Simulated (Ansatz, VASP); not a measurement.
# Two plane-wave programs on HgTe

The input POSCAR:

```
HgTe
1.0
    0.0000000000      3.2145000000      3.2145000000
    3.2145000000      0.0000000000      3.2145000000
    3.2145000000      3.2145000000      0.0000000000
Hg Te
1 1
Direct
    0.0000000000      0.0000000000      0.0000000000
    0.7500000000      0.7500000000      0.7500000000
```

Contents of INCAR.step1:

```
PREC = Accurate
ENCUT = 520
EDIFF = 1E-5
ISMEAR = -1
SIGMA = 0.05
LREAL = F
LASPH = T
NELM = 100
ALGO = Normal
ISIF = 2
LWAVE = T
LCHARG = F
NBANDS = 16
GGA = PE
```

The input INCAR.step2:

```
PREC = Accurate
ENCUT = 520
EDIFF = 1E-6
ISMEAR = -1
SIGMA = 0.05
LREAL = F
LASPH = T
NELM = 100
ALGO = Normal
ISIF = 2
LWAVE = F
LCHARG = F
GGA = PE
LHFCALC = T
AEXX = 0.5
PRECFOCK = Normal
NBANDS = 16
ISTART = 1
```

Contents of KPOINTS:

```
regular mesh
0
Gamma
  4 4 4
```

input.yaml

```yaml
crystal:
  lattice:
    - [0.0, 3.2145, 3.2145]
    - [3.2145, 0.0, 3.2145]
    - [3.2145, 3.2145, 0.0]
  atoms:
    - { symbol: Hg, position: [0.0, 0.0, 0.0] }
    - { symbol: Te, position: [0.75, 0.75, 0.75] }
hamiltonian:
  xc: { exchange: pbe, correlation: pbe, exx: { coeff: 0.5 } }
  pseudopotentials: { kind: paw }
kpoints:
  mp_grid: { grid: [4, 4, 4] }
scf:
  occupations: { method: fermi_dirac, width: 0.05 }
output:
  forces: true
  stress: true
  eigenvalues: true
```

Alike in both runs: task single point; functional PBE-based global hybrid with a share of 0.5 of exact exchange; k mesh 4 × 4 × 4; occupations fermi-dirac, width 0.05 eV; no spin polarisation.

```csv
,VASP,Ansatz
version,VASP 6.6.1,Ansatz 0.2.0
potentials or method,"VASP PAW PBE potentials, release 64 (Hg, Te)",Ansatz PAW
plane-wave cutoff (eV),520,420
valence electrons in the cell,18,36
```

|  | VASP | Ansatz | Ansatz less VASP |
| --- | --- | --- | --- |
| gap on the k mesh at the Fermi level (eV) | 2.19 | 2.32 | +0.124 |
| least direct gap on the mesh (eV) | 2.19 | 2.32 | +0.124 |
| pressure (GPa) | 1.2 | 1.7 | +0.56 |

VASP's potentials were made for PBE, not for PBE-based global hybrid. VASP's potentials hold 18 valence electrons a cell and Ansatz's 36, so a difference there can come from the potentials and not from the codes.

The k mesh is coarse, so the values compare programs but aren't converged. Spin-orbit coupling is off throughout.
